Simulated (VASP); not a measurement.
A run of VASP 6.6.1:

The input INCAR:

```
SYSTEM = Ag4F
PREC = Accurate
ENCUT = 520
EDIFF = 1E-6
ISMEAR = 0
SIGMA = 0.1
LREAL = .FALSE.
LASPH = .TRUE.
NELM = 80
ALGO = Normal
ISIF = 2
LWAVE = .FALSE.
LCHARG = .FALSE.
LDIPOL = .TRUE.
IDIPOL = 3
DIPOL = 0.5 0.5 0.499
GGA = PS
NBANDS = 34
```

The input KPOINTS:

```
regular mesh
0
G
  10 10 1
  0 0 0
```

Contents of POSCAR:

```
Ag4F
1.0
    2.8669036820      0.0000000000      0.0000000000
    0.0000000000      2.8669036820      0.0000000000
    0.0000000000      0.0000000000     25.0816211037
Ag F
4 1
Direct
    0.5000000000      0.5000000000      0.3388935654
    0.0000000000      0.0000000000      0.4197179677
    0.5000000000      0.5000000000      0.4998426910
    0.0000000000      0.0000000000      0.5788132408
    0.0000000000      0.0000000000      0.6562487080
```

Potentials or basis: VASP PAW PBE potentials, release 64 (Ag, F).

The run is started by

```console
$ cat potpaw_PBE.64/Ag/POTCAR potpaw_PBE.64/F/POTCAR > POTCAR
$ mpirun -np 1 vasp_std > vasp.out
```

Hardware: 1 thread of Intel(R) Xeon(R) 6975P-C (Granite Rapids) (shared host).

Question: How long does it take, and how much memory?

Answer: It took 2.4 min on 1 thread of Intel(R) Xeon(R) 6975P-C (Granite Rapids), on a shared host, peak memory 0.38 GiB. Counts: scf iterations 31, k points 21.
